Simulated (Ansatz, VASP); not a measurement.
**CdSe: VASP beside Ansatz**

The input INCAR:

```
  PREC = Accurate
  ENCUT = 520
  EDIFF = 1E-6
  ISMEAR = 0
  SIGMA = 0.05
  LREAL = False
  LASPH = True
  NELM = 100
  ALGO = Normal
  ISIF = 2
  LWAVE = False
  LCHARG = True
  LELF = True
  LVHAR = True
  NBANDS = 16
```

KPOINTS

```
Automatic mesh
0
Gamma
  6 6 6
```

POSCAR

```
CdSe
1.0
    0.0000000000      2.9167574500      3.4019623269
    2.9167574500      0.0000000000      3.4019623269
    2.9167574500      2.9167574500      0.0000000000
Cd Se
1 1
Direct
    0.0000000000      0.0000000000      0.0000000000
    0.7500000000      0.7500000000      0.7500000000
```

Input for Ansatz:

```yaml
crystal:
  lattice:
    - [0.0, 2.91675745, 3.4019623268698065]
    - [2.91675745, 0.0, 3.4019623268698065]
    - [2.91675745, 2.91675745, 0.0]
  atoms:
    - { symbol: Cd, position: [0.0, 0.0, 0.0] }
    - { symbol: Se, position: [0.75, 0.75, 0.75] }
basis:
  ecutwfc: 520.0
kpoints:
  mp_grid:
    grid: [6, 6, 6]
hamiltonian:
  xc: lda
scf:
  occupations:
    method: gaussian
    width: 0.05
output:
  stress: true
```

Alike in both runs: task single point; functional LDA; k mesh 6 × 6 × 6; occupations gaussian, width 0.05 eV; no spin polarisation.

|  | VASP | Ansatz |
| --- | --- | --- |
| version | VASP 6.6.1 | Ansatz 0.2.0 |
| potentials or method | VASP PAW LDA potentials, release 64 (Cd, Se), cutoff 520 eV | plane waves, PAW |
| valence electrons in the cell | 18 | 36 |

VASP gave:

```
pressure (GPa)                                                : -3.3
traceless stress, the component that is largest in VASP (GPa) : -2.86
```

Problem. What did Ansatz give for the same quantities?

Solution. Pressure (GPa): -3.7; traceless stress, the component that is largest in VASP (GPa): -2.89.

LDA's correlation is that of Perdew and Zunger in VASP and of Perdew and Wang (1992) in Ansatz. VASP's potentials hold 18 valence electrons a cell and Ansatz's 36, so a difference there can come from the potentials and not from the codes.
